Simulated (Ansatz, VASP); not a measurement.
## Two plane-wave programs on Al2Cu

```
Al Cu
1.0
     4.02671    0.00000    0.00000
     0.00000    4.02671    0.00000
     0.00000    0.00000    2.93687
Al Cu
2 1
Direct
  0.50000 0.00000 0.50000
  0.00000 0.50000 0.50000
  0.00000 0.00000 0.00000
```

Change from the starting cell: strain -0.015 along x and y, +0.030 along z, atoms carried along.

Alike in both runs: task single point; functional r2SCAN; k mesh 12 × 12 × 16; occupations gaussian, width 0.15 eV; no spin polarisation.

```csv
,VASP,Ansatz
version,VASP 6.6.1,Ansatz 0.2.0
potentials or method,"VASP PAW PBE potentials, release 64 (Al, Cu), cutoff 520 eV","scalar-relativistic, plane waves, PAW"
valence electrons in the cell,17,25
```

|  | VASP | Ansatz | Ansatz less VASP |
| --- | --- | --- | --- |
| gap on the k mesh at the Fermi level (eV) | none | none | - |
| pressure (GPa) | 0.1 | 0.3 | +0.13 |
| traceless stress, the component that is largest in VASP (GPa) | -3.08 | -3.14 | -0.061 |

VASP's potentials were made for PBE, not for r2SCAN. A gap of «none» marks a metal or a gap that the smearing closes. VASP's potentials hold 17 valence electrons a cell and Ansatz's 25, so a difference there can come from the potentials and not from the codes.
